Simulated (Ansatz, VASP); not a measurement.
# Co: VASP beside Ansatz

INCAR

```
SYSTEM = Co
PREC = Accurate
ENCUT = 600
EDIFF = 1E-6
ISMEAR = 0
SIGMA = 0.1
LREAL = .False.
LASPH = .True.
NELM = 150
ALGO = Normal
ISIF = 3
LWAVE = .False.
LCHARG = .False.
ISPIN = 2
MAGMOM = 0.88 0.88 0.88 0.88
LORBIT = 11
LMAXMIX = 4
GGA = PE
IBRION = 2
NSW = 90
EDIFFG = -0.04
```

File KPOINTS:

```
Automatic mesh
0
Gamma
  6 6 6
  0 0 0
```

File POSCAR:

```
Co
1.0
    1.3926417893     -4.4177458573      0.0000000000
    1.3926417893      4.4177458573      0.0000000000
    0.0000000000      0.0000000000      3.6856622581
Co
4
Direct
    0.0980000000      0.9020000000      0.9100000000
    0.5980000000      0.4020000000      0.5900000000
    0.9020000000      0.0980000000      0.0900000000
    0.4020000000      0.5980000000      0.4100000000
```

Input for Ansatz:

```yaml
crystal:
  lattice:
    - [1.3926417893, -4.4177458573, 0.0]
    - [1.3926417893, 4.4177458573, 0.0]
    - [0.0, 0.0, 3.6856622581]
  atoms:
    - { symbol: Co, position: [0.098, 0.902, 0.91], spin: 0.88 }
    - { symbol: Co, position: [0.598, 0.402, 0.59], spin: 0.88 }
    - { symbol: Co, position: [0.902, 0.098, 0.09], spin: 0.88 }
    - { symbol: Co, position: [0.402, 0.598, 0.41], spin: 0.88 }
basis:
  ecutwfc: 420
kpoints:
  mp_grid: { grid: [6, 6, 6] }
hamiltonian:
  xc: pbe
scf:
  occupations: { method: gaussian, width: 0.1 }
  lower_state_search: "off"
output:
  forces: true
  stress: true
  eigenvalues: true
  populations: true
magnetization:
  spin_polarized: true
relax:
  adjacent_minimum: "off"
  f_tol: 0.04
  max_steps: 70
  cell: { stress_tol: 0.4 }
```

Alike in both runs: task relaxation of cell and atoms; functional PBE; k mesh 6 × 6 × 6; occupations gaussian, width 0.1 eV; collinear spin.

|  | VASP | Ansatz |
| --- | --- | --- |
| version | VASP 6.6.1 | Ansatz 0.2.0 |
| potentials or method | VASP PAW PBE potentials, release 64 (Co), cutoff 600 eV | scalar-relativistic, plane waves, PAW |
| valence electrons in the cell | 36 | 68 |

|  | VASP | Ansatz | Ansatz less VASP |
| --- | --- | --- | --- |
| gap on the k mesh at the Fermi level, each at its own relaxed structure (eV) | none | none | - |
| net moment per atom (μB) | 1.72 | 1.73 | +0.013 |
| size of the moment on the site where the two differ most (μB) | 1.73 | 1.78 | +0.047 |
| relaxed volume (Å³/atom) | 11.56 | 11.63 | +0.064 |
| relaxed cell length with the largest relative difference (Å) | 4.571 | 4.584 | +0.0132 |

Site moments also hang on the region over which each program counts them. A gap of «none» marks a metal or a gap that the smearing closes. VASP's potentials hold 36 valence electrons a cell and Ansatz's 68, so a difference there can come from the potentials and not from the codes.

The k mesh is coarse, so the values compare programs but aren't converged. Noted on VASP's run: too few bands were computed for a metal, which touches its energy and stress.
